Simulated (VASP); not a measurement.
Here is a VASP 6.6.1 calculation.

Contents of INCAR:

```
ALGO = Normal ; EDIFF = 1E-6
ENCUT = 520 ; ISIF = 2
ISMEAR = 1 ; LASPH = T
LCHARG = F ; LREAL = F
LWAVE = F ; NBANDS = 12
NELM = 100 ; PREC = Accurate
SIGMA = 0.05
```

The input KPOINTS:

```
k-points
0
Gamma
  8 8 8
```

POSCAR

```
La
1.0
    1.6801981276      1.6801981276      1.6801981276
   -1.6801981276      1.6801981276      1.6801981276
   -1.6801981276     -1.6801981276      1.6801981276
La
1
Direct
    0.0000000000      0.0000000000      0.0000000000
```

Potentials or basis: VASP PAW LDA potentials, release 64 (La).

The run is started by

```console
$ cat potpaw_LDA.64/La/POTCAR > POTCAR
$ mpirun -np 1 vasp_std > vasp.out
```

(1) Estimate the pressure.

Answers

(1) 44.7 GPa.
